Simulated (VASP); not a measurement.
# SrO (scan) (Fm-3m) in VASP: a series of runs

Runs on SrO (scan). Level: r2SCAN. Tasks: single point, relaxation of cell and atoms.

All numbers are computed with VASP 6.6.1; they aren't measurements. Logs are shortened: lines on timing, memory, paths and dates and some standing lists are left out, and cuts for length are marked.

## Step 1: The cell of the first run

The structure is cubic, space group Fm-3m (No. 225). The conventional cell has a = 5.160 Å, b = 5.160 Å, c = 5.160 Å, α = 90.00°, β = 90.00°, γ = 90.00°. Within 3.4 Å of Sr (site symmetry m-3m) lie 6 O at 2.58 Å. Within 3.4 Å of O (site symmetry m-3m) lie 6 Sr at 2.58 Å.

## Step 2: Single point, r2SCAN

Contents of POSCAR:

```
SrO
1.0
    0.0000000000      2.5800000000      2.5800000000
    2.5800000000      0.0000000000      2.5800000000
    2.5800000000      2.5800000000      0.0000000000
Sr O
1 1
Direct
    0.0000000000      0.0000000000      0.0000000000
    0.5000000000      0.5000000000      0.5000000000
```

Contents of INCAR.step1:

```
ALGO     = Normal         # electronic algorithm
EDIFF    = 1E-4           # SCF threshold, eV
ENCUT    = 520            # plane-wave cutoff, eV
GGA      = PE             # functional
ISMEAR   = 0              # smearing method
LASPH    = T              # aspherical terms in the spheres
LCHARG   = F              # write CHGCAR
LREAL    = F              # projectors in reciprocal space
LWAVE    = T              # write WAVECAR
NBANDS   = 15             # bands
NELM     = 80             # most SCF steps
PREC     = Accurate       # precision mode
SIGMA    = 0.1            # smearing width, eV
```

Contents of INCAR.step2:

```
ALGO     = Normal         # electronic algorithm
EDIFF    = 1E-7           # SCF threshold, eV
ENCUT    = 520            # plane-wave cutoff, eV
ISIF     = 2              # what is computed and relaxed
ISMEAR   = 0              # smearing method
ISTART   = 1            
LASPH    = T              # aspherical terms in the spheres
LCHARG   = F              # write CHGCAR
LMIXTAU  = T            
LREAL    = F              # projectors in reciprocal space
LWAVE    = F              # write WAVECAR
METAGGA  = R2SCAN         # meta-GGA
NBANDS   = 15             # bands
NELM     = 80             # most SCF steps
PREC     = Accurate       # precision mode
SIGMA    = 0.1            # smearing width, eV
```

Contents of KPOINTS:

```
k-points
0
Gamma
  6 6 6
```

Potentials or basis: VASP PAW PBE potentials, release 64 (Sr_sv, O).

The run is started by

```sh
> cat potpaw_PBE.64/Sr_sv/POTCAR potpaw_PBE.64/O/POTCAR > POTCAR
> cp INCAR.step1 INCAR
> mpirun -np 1 vasp_std > vasp.out
> cp INCAR.step2 INCAR
> mpirun -np 1 vasp_std > vasp.out
```

OUTCAR:

```text
EDIFF = 1E-7
   ENCUT = 520
   ISIF = 2
   ISMEAR = 0
   ISTART = 1
   LASPH = T
   LREAL = F
   METAGGA = R2SCAN
   NELM = 80
   PREC = Accurate

 ion  position               nearest neighbor table
   1  0.000  0.000  0.000-   2 2.58   2 2.58   2 2.58   2 2.58   2 2.58   2 2.58
   2  0.500  0.500  0.500-   1 2.58   1 2.58   1 2.58   1 2.58   1 2.58   1 2.58

  LATTYP: Found a face centered cubic cell.
 ALAT       =     5.1600000000

  Lattice vectors:

 A1 = (   0.0000000000,   2.5800000000,   2.5800000000)
 A2 = (   2.5800000000,   0.0000000000,   2.5800000000)
 A3 = (   2.5800000000,   2.5800000000,   0.0000000000)

Analysis of symmetry for initial positions (statically):
=====================================================================
 Subroutine PRICEL returns:
 Original cell was already a primitive cell.

 Routine SETGRP: Setting up the symmetry group for a
 face centered cubic supercell.

 Subroutine GETGRP returns: Found 48 space group operations
 (whereof 48 operations were pure point group operations)
 out of a pool of 48 trial point group operations.

The static configuration has the point symmetry O_h .

Analysis of symmetry for dynamics (positions and initial velocities):
=====================================================================
 Subroutine PRICEL returns:
 Original cell was already a primitive cell.

 Routine SETGRP: Setting up the symmetry group for a
 face centered cubic supercell.

 Subroutine GETGRP returns: Found 48 space group operations
 (whereof 48 operations were pure point group operations)
 out of a pool of 48 trial point group operations.

The dynamic configuration has the point symmetry O_h .

 Subroutine INISYM returns: Found 48 space group operations
 (whereof 48 operations are pure point group operations),
 and found     1 'primitive' translations

----------------------------------------------------------------------------------------

                                     Primitive cell

  volume of cell :      34.3470

  direct lattice vectors                    reciprocal lattice vectors
     0.000000000  2.580000000  2.580000000    -0.193798450  0.193798450  0.193798450
     2.580000000  0.000000000  2.580000000     0.193798450 -0.193798450  0.193798450
     2.580000000  2.580000000  0.000000000     0.193798450  0.193798450 -0.193798450

  length of vectors
     3.648670991  3.648670991  3.648670991     0.335668761  0.335668761  0.335668761

  position of ions in fractional coordinates (direct lattice)
     0.000000000  0.000000000  0.000000000
     0.500000000  0.500000000  0.500000000

  ion indices of the primitive-cell ions
   primitive index   ion index
                 1           1
                 2           2

----------------------------------------------------------------------------------------

 KPOINTS: k-points

Automatic generation of k-mesh.
 Grid dimensions read from file:
 generate k-points for:    6    6    6

 Generating k-lattice:

  Cartesian coordinates                     Fractional coordinates (reciprocal lattice)
    -0.032299742  0.032299742  0.032299742     0.166666667  0.000000000  0.000000000
     0.032299742 -0.032299742  0.032299742     0.000000000  0.166666667  0.000000000
     0.032299742  0.032299742 -0.032299742     0.000000000  0.000000000  0.166666667

  Length of vectors
     0.055944794  0.055944794  0.055944794

  Shift w.r.t. Gamma in fractional coordinates (k-lattice)
     0.000000000  0.000000000  0.000000000

 Subroutine IBZKPT returns following result:
 ===========================================

 Found     16 irreducible k-points:

 Following reciprocal coordinates:
            Coordinates               Weight
  0.000000  0.000000  0.000000      1.000000
  0.166667  0.000000  0.000000      8.000000
  0.333333  0.000000  0.000000      8.000000
  0.500000  0.000000  0.000000      4.000000
  0.166667  0.166667  0.000000      6.000000
  0.333333  0.166667  0.000000     24.000000
[... 8 lines left out ...]
 -0.333333  0.333333  0.166667     24.000000
 -0.333333  0.500000  0.166667     12.000000
   k-points           NKPTS =     16   k-points in BZ     NKDIM =     16   number of bands    NBANDS=     15
   number of dos      NEDOS =    301   number of ions     NIONS =      2
   total plane-waves  NPLWV =  21952
   dimension x,y,z NGX =    28 NGY =   28 NGZ =   28
   dimension x,y,z NGXF=    56 NGYF=   56 NGZF=   56
   ions per type =               1   1
   NGX,Y,Z   is equivalent  to a cutoff of  12.76, 12.76, 12.76 a.u.
   NGXF,Y,Z  is equivalent  to a cutoff of  25.52, 25.52, 25.52 a.u.
 SYSTEM =  unknown system
   PREC   = accura    normal or accurate (medium, high low for compatibility)
   ISTART =      1    job   : 0-new  1-cont  2-samecut
   ICHARG =      0    charge: 1-file 2-atom 10-const
   ISPIN  =      1    spin polarized calculation?
   LNONCOLLINEAR =      F non collinear calculations
   LSORBIT =      F    spin-orbit coupling
   LASPH  =      T    aspherical Exc in radial PAW
   ENCUT  =  520.0 eV  38.22 Ry    6.18 a.u.   6.78  6.78  6.78*2*pi/ulx,y,z
   NELM   =     80;   NELMIN=  2; NELMDL=  0     # of ELM steps
   EDIFF  = 0.1E-06   stopping-criterion for ELM
   LREAL  =      F    real-space projection
   EDIFFG = 0.1E-05   stopping-criterion for IOM
   NSW    =      0    number of steps for IOM
   IBRION =     -1    ionic relax: 0-MD 1-quasi-New 2-CG
   NFREE  =      0    steps in history (QN), initial steepest desc. (CG)
   ISIF   =      2    stress and relaxation
   ISYM   =      2    0-nonsym 1-usesym 2-fastsym
   POTIM  = 0.5000    time-step for ionic-motion
   TEBEG  =    0.0;   TEEND  =   0.0 temperature during run
   PSTRESS=    0.0 pullay stress
   NELECT =      16.0000    total number of electrons
   NUPDOWN=      -1.0000    fix difference up-down
   EMIN   =  10.00;   EMAX   =-10.00  energy-range for DOS
   EFERMI =   0.00;   METHOD = LEGACY
   ISMEAR =     0;   SIGMA  =   0.10  broadening in eV -4-tet -1-fermi 0-gaus
   EFERMI_NEDOS =   21; number of points for ismear=-14 and -15
   IALGO  =     38    algorithm
   IMIX   =      4    mixing-type and parameters
     AMIX     =   0.40;   BMIX     =  1.00
     AMIX_MAG =   1.60;   BMIX_MAG =  1.00
  volume/ion in A,a.u.               =      17.17       115.89
  Fermi-wavevector in a.u.,A,eV,Ry     =   1.269069  2.398192 21.912663  1.610535
  Thomas-Fermi vector in A             =   2.402130
   LORBIT       =      0    0 simple, 1 ext, 2 COOP (PROOUT), +10 PAW based schemes
   METAGGA = R2SCAN    functional components
   LHFCALC =     F    Hartree Fock is set to
   AEXX    =    0.0000 exact exchange contribution
   IVDW    =     0    specifies the selected vdW correction
   LEPSILON=     F    determine dielectric tensor
   LRPA    =     F    only Hartree local field effects (RPA)
 non-spin polarized calculation
 Gauss-broadening in eV      SIGMA  =   0.10
  energy-cutoff  :      520.00
  volume of cell :       34.35
 maximum number of plane-waves:       941
   NGX = 13   NGY = 13   NGZ = 13

 number of electron      15.9999998 magnetization

 Free energy of the ion-electron system (eV)
  ---------------------------------------------------
  ext. energy  EPLUGINS =         0.00000000
  ---------------------------------------------------
  free energy    TOTEN  =       -27.05564746 eV

  energy without entropy =      -27.05564746  energy(sigma->0) =      -27.05564746

 E-fermi :   1.7533     XC(G=0): -10.5321

 val. band max:        1.2935553947   @ k =   0.0000   0.0000   0.0000
 cond. band min:       5.0411196588   @ k =   0.5000   0.5000   0.0000
 fundamental gap:      3.7475642642
 Fermi energy:         1.7533300207

 k-point     1 :       0.0000    0.0000    0.0000
  band No.  band energies     occupation
      1     -32.2164      2.00000
      2     -14.7216      2.00000
      3     -13.2503      2.00000
      4     -13.2503      2.00000
      5     -13.2503      2.00000
      6       1.2936      2.00000
      7       1.2936      2.00000
      8       1.2936      2.00000
      9       5.8747      0.00000
     10       8.0470      0.00000
     11       8.0470      0.00000
     12       8.0470      0.00000
     13      10.3443      0.00000
     14      10.3443      0.00000
     15      14.5378      0.00000

 k-point     2 :       0.1667    0.0000    0.0000
  band No.  band energies     occupation
      1     -32.1836      2.00000
      2     -15.1769      2.00000
      3     -13.2694      2.00000
      4     -13.2694      2.00000
      5     -12.8757      2.00000
      6       0.6129      2.00000
      7       0.9766      2.00000
      8       0.9766      2.00000
      9       7.0041      0.00000
     10       7.8301      0.00000
     11       8.5857      0.00000
     12       8.5857      0.00000
     13      11.0410      0.00000
     14      11.0410      0.00000
     15      16.2145      0.00000

 k-point     3 :       0.3333    0.0000    0.0000
  band No.  band energies     occupation
      1     -32.1169      2.00000
      2     -15.8053      2.00000
      3     -13.3068      2.00000
      4     -13.3068      2.00000
      5     -12.4103      2.00000
      6      -0.3892      2.00000
      7       0.4278      2.00000
      8       0.4278      2.00000
      9       7.9932      0.00000
     10       9.1493      0.00000
     11       9.8920      0.00000
     12       9.8920      0.00000
     13      12.6111      0.00000
     14      12.6111      0.00000
     15      17.8272      0.00000
[... 199 lines left out ...]
 k-point    15 :      -0.3333    0.3333    0.1667
  band No.  band energies     occupation
      1     -32.0534      2.00000
      2     -15.5519      2.00000
      3     -13.7534      2.00000
      4     -13.6269      2.00000
      5     -12.6994      2.00000
      6       0.0032      2.00000
      7       0.6288      2.00000
      8       0.6885      2.00000
      9       8.0083      0.00000
     10       8.1392      0.00000
     11      10.9030      0.00000
     12      11.9623      0.00000
     13      13.4165      0.00000
     14      15.2109      0.00000
     15      15.6794      0.00000

 k-point    16 :      -0.3333    0.5000    0.1667
  band No.  band energies     occupation
      1     -32.0438      2.00000
      2     -15.1767      2.00000
      3     -14.0248      2.00000
      4     -13.7447      2.00000
      5     -12.9554      2.00000
      6       0.4312      2.00000
      7       0.8259      2.00000
      8       0.9599      2.00000
      9       6.4254      0.00000
     10       9.4090      0.00000
     11      10.3792      0.00000
     12      12.9305      0.00000
     13      12.9745      0.00000
     14      15.2281      0.00000
     15      15.4448      0.00000

------------------------ aborting loop because EDIFF is reached ----------------------------------------

  FORCE on cell =-STRESS in cart. coord.  units (eV):
  Direction    XX          YY          ZZ          XY          YZ          ZX
  --------------------------------------------------------------------------------------
  -------------------------------------------------------------------------------------
  Total        0.1103160      0.1103160      0.1103160      0.0000000      0.0000000     -0.0000000
  in kB        5.1458858      5.1458858      5.1458858      0.0000000      0.0000000     -0.0000000
  external PRESSURE =       5.1458858 kB  Pullay stress =       0.0000000 kB

 VOLUME and BASIS-vectors are now :
 -----------------------------------------------------------------------------
  energy-cutoff  :      520.00
  volume of cell :       34.35
      direct lattice vectors                 reciprocal lattice vectors
     0.000000000  2.580000000  2.580000000    -0.193798450  0.193798450  0.193798450
     2.580000000  0.000000000  2.580000000     0.193798450 -0.193798450  0.193798450
     2.580000000  2.580000000  0.000000000     0.193798450  0.193798450 -0.193798450

 POSITION                                       TOTAL-FORCE (eV/Angst)
 -----------------------------------------------------------------------------------
      0.00000      0.00000      0.00000         0.000000     -0.000000     -0.000000
      2.58000      2.58000      2.58000         0.000000      0.000000      0.000000
 -----------------------------------------------------------------------------------
    total drift:                                0.000000      0.000000      0.000000

  FREE ENERGIE OF THE ION-ELECTRON SYSTEM (eV)
  ---------------------------------------------------
  free  energy   TOTEN  =       -27.0556474600 eV

  energy  without entropy=      -27.0556474600  energy(sigma->0) =      -27.05564746
```

Run time: 22 s. Hardware: 1 thread of Intel Xeon 6975P-C (Granite Rapids), shared host; peak memory 0.16 GiB.

Results:

| Item | Value |
| --- | --- |
| Free energy | -27.0556 eV |
| Pressure | 0.5 GPa |
| Band gap on the k mesh | 3.75 eV, indirect (least direct gap 3.84 eV) |

Caveat: the PAW data sets were made with another functional, which shifts forces and pressure a little. A k mesh can miss the band edges.

## Step 3: Single point, r2SCAN

POSCAR is that of step 2.

Contents of INCAR.step1:

```
SYSTEM = SrO
  PREC = Accurate
  ENCUT = 520
  ISMEAR = 0
  SIGMA = 0.02
  LREAL = .False.
  LASPH = .True.
  NELM = 60
  NBANDS = 15
  GGA = PE
  ALGO = Normal
  EDIFF = 1E-4
  LWAVE = .True.
  LCHARG = .False.
```

Contents of INCAR.step2:

```
SYSTEM = SrO
  PREC = Accurate
  ENCUT = 520
  EDIFF = 1E-6
  ISMEAR = 0
  SIGMA = 0.02
  LREAL = .False.
  LASPH = .True.
  NELM = 60
  ALGO = Normal
  ISIF = 2
  LWAVE = .False.
  LCHARG = .False.
  METAGGA = R2SCAN
  LMIXTAU = .True.
  NBANDS = 15
  ISTART = 1
```

Contents of KPOINTS:

```
regular mesh
0
Gamma
  6 6 6
  0 0 0
```

Potentials or basis: VASP PAW PBE potentials, release 64 (Sr_sv, O).

The run is started by

```sh
> cat potpaw_PBE.64/Sr_sv/POTCAR potpaw_PBE.64/O/POTCAR > POTCAR
> cp INCAR.step1 INCAR
> mpirun -np 1 vasp_std > vasp.out
> cp INCAR.step2 INCAR
> mpirun -np 1 vasp_std > vasp.out
```

It took 21 s on 1 thread of Intel Xeon 6975P-C (Granite Rapids), shared host; peak memory 0.16 GiB.

Results (log left out):

```
Free energy            : -27.0556 eV
Pressure               : 0.5 GPa
Band gap on the k mesh : 3.75 eV, indirect (least direct gap 3.84 eV)
```

Levels at points of the mesh, in eV from the valence-band top:
```tsv
k point	band 5	band 6	band 7	band 8	band 9	band 10	band 11	band 12
(0.00, 0.00, 0.00)	-14.54	0.00	0.00	0.00	4.58	6.75	6.75	6.75
(0.50, 0.00, 0.00)	-13.53	-2.10	-1.11	-1.11	7.07	8.99	9.42	9.42
(0.50, 0.50, 0.00)	-14.89	-0.45	-0.09	-0.09	3.75	8.44	10.85	11.02
```

Caveat: the PAW data sets were made with another functional, which shifts forces and pressure a little.

## Step 4: Single point, r2SCAN

POSCAR is that of step 3.

Contents of INCAR.step1:

```
ALGO = Normal
EDIFF = 1E-4
ENCUT = 520
GGA = PE
ISMEAR = 0
LASPH = True
LCHARG = False
LREAL = False
LWAVE = True
NBANDS = 15
NELM = 100
PREC = Accurate
SIGMA = 0.01
```

Contents of INCAR.step2:

```
ALGO = Normal
EDIFF = 1E-6
ENCUT = 520
ISIF = 2
ISMEAR = 0
ISTART = 1
LASPH = True
LCHARG = True
LELF = True
LMIXTAU = True
LREAL = False
LVHAR = True
LWAVE = False
METAGGA = R2SCAN
NBANDS = 15
NELM = 100
PREC = Accurate
SIGMA = 0.01
```

Contents of KPOINTS:

```
k-points
0
Gamma
  6 6 6
```

The run is started by

```sh
> cat potpaw_PBE.64/Sr_sv/POTCAR potpaw_PBE.64/O/POTCAR > POTCAR
> cp INCAR.step1 INCAR
> mpirun -np 1 vasp_std > vasp.out
> cp INCAR.step2 INCAR
> mpirun -np 1 vasp_std > vasp.out
```

Run time: 22 s. Hardware: 1 thread of Intel Xeon 6975P-C (Granite Rapids), shared host; peak memory 0.16 GiB.

It converged, with:

| Quantity | Value |
| --- | --- |
| Free energy | -27.0556 eV |
| Pressure | 0.5 GPa |
| Band gap on the k mesh | 3.75 eV, indirect (least direct gap 3.84 eV) |

Levels at points of the mesh, in eV from the valence-band top:
```tsv
k point	band 6	band 7	band 8	band 9	band 10	band 11
(0.00, 0.00, 0.00)	0.00	0.00	0.00	4.58	6.75	6.75
(0.50, 0.00, 0.00)	-2.10	-1.11	-1.11	7.07	8.99	9.42
(0.50, 0.50, 0.00)	-0.45	-0.09	-0.09	3.75	8.44	10.85
```

Caveat: the PAW data sets were made with another functional, which shifts forces and pressure a little.

## Step 5: Relaxation of cell and atoms, r2SCAN

POSCAR is that of step 4.

Contents of INCAR.step1:

```
ALGO = Normal
EDIFF = 1E-4
ENCUT = 600
GGA = PE
ISMEAR = 0
LASPH = True
LCHARG = False
LREAL = False
LWAVE = True
NELM = 60
PREC = Accurate
SIGMA = 0.02
```

Contents of INCAR.step2:

```
ALGO = Normal
EDIFF = 1E-6
EDIFFG = -0.002
ENCUT = 600
IBRION = 2
ISIF = 3
ISMEAR = 0
ISTART = 1
LASPH = True
LCHARG = False
LMIXTAU = True
LREAL = False
LWAVE = False
METAGGA = R2SCAN
NELM = 60
NSW = 100
PREC = Accurate
SIGMA = 0.02
```

KPOINTS is that of step 4.

The run is started by

```sh
> cat potpaw_PBE.64/Sr_sv/POTCAR potpaw_PBE.64/O/POTCAR > POTCAR
> cp INCAR.step1 INCAR
> mpirun -np 1 vasp_std > vasp.out
> cp INCAR.step2 INCAR
> mpirun -np 1 vasp_std > vasp.out
```

Run time: 57 s. Hardware: 1 thread of Intel Xeon 6975P-C (Granite Rapids), shared host; peak memory 0.17 GiB.

The run converged. Its results:

```yaml
Free_energy: -27.0583 eV
Relaxed_volume: 17.25 Å³/atom
Relaxed_cell: a = 3.654 Å, b = 3.654 Å, c = 3.654 Å, α = 60.00°, β = 60.00°, γ = 60.00°
Space_group_after_relaxing_to_0.05_Å: Fm-3m (No. 225)
Energy_gained_by_relaxing: 0.1 meV/atom
Ionic_steps: 3
Pressure_after_relaxing: 0.0 GPa
Band_gap_on_the_k_mesh: 3.75 eV, indirect (least direct gap 3.85 eV)
```

Step by step:
```csv
step,energy change (eV),largest force (eV/Å),pressure (GPa),volume (Å³)
1,0.0000,0.0000,0.45,34.35
2,-0.0002,0.0000,-0.22,34.59
3,-0.0002,0.0000,0.01,34.50
```

Final structure:
```
Sr O
1.0
     0.00000    2.58387    2.58387
     2.58387    0.00000    2.58387
     2.58387    2.58387    0.00000
Sr O
1 1
Direct
  0.00000 0.00000 0.00000
  0.50000 0.50000 0.50000
```

Levels at points of the mesh, in eV from the valence-band top:
```csv
k point,band 4,band 5,band 6,band 7,band 8,band 9,band 10,band 11,band 12
"(0.00, 0.00, 0.00)",-14.56,-14.56,0.00,0.00,0.00,4.55,6.74,6.74,6.74
"(0.50, 0.00, 0.00)",-14.64,-13.55,-2.09,-1.10,-1.10,7.05,8.96,9.40,9.40
"(0.50, 0.50, 0.00)",-14.91,-14.91,-0.45,-0.10,-0.10,3.75,8.40,10.82,10.98
```

Caveat: the PAW data sets were made with another functional, which shifts forces and pressure a little. A k mesh can miss the band edges.

## Step 6: Summary

```csv
task,cell,cutoff (eV),smearing,gap on the mesh (eV),pressure (GPa)
single point,as given,520,gaussian 0.1 eV,3.75,0.5
single point,as given,520,gaussian 0.02 eV,3.75,0.5
single point,as given,520,gaussian 0.01 eV,3.75,0.5
relaxation of cell and atoms,relaxed,600,gaussian 0.02 eV,3.75,0.0
```

Alike in all rows: level r2SCAN; potentials or basis VASP PAW PBE potentials, release 64 (Sr_sv, O); no spin polarisation; k mesh 6 × 6 × 6.

On the cell as given the gap runs from 3.75 eV (r2SCAN) to 3.75 eV (r2SCAN).

Caveats: the PAW data sets were made with another functional, which shifts forces and pressure a little.

Total energies depend on the potentials used, so only differences within one code and one set of settings carry meaning.
